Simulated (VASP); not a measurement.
BaTiO3 (Barioperovskite):

```
Ba Ti O
1.0
     3.98550    0.00000    0.00000
     0.00000    2.83690    2.84515
     0.00000   -2.83690    2.84515
Ba Ti O
1 1 3
Direct
  0.00000 0.00000 0.00000
  0.50000 0.51240 0.51240
  0.00000 0.48740 0.48740
  0.50000 0.50524 0.99184
  0.50000 0.99184 0.50524
```

Program: VASP 6.6.1. Alike in all runs: task single point; level r2SCAN+U; potentials or basis VASP PAW PBE potentials, release 64 (Ba_sv, Ti_sv, O); no spin polarisation; cell as given; k mesh 4 × 4 × 4; cutoff (eV) 520; smearing fermi-dirac 0.05 eV.

Task: Order these runs on this cell by their pressure, lowest first.
A. U Ti d U = 2.0 eV
B. U Ti d U = 6.0 eV
C. U Ti d U = 8.0 eV
D. U Ti d U = 4.0 eV

Result: A (2.7 GPa), D (4.4 GPa), B (6.1 GPa), C (7.9 GPa).

Caveats: the PAW data sets were made with another functional, which shifts forces and pressure a little.
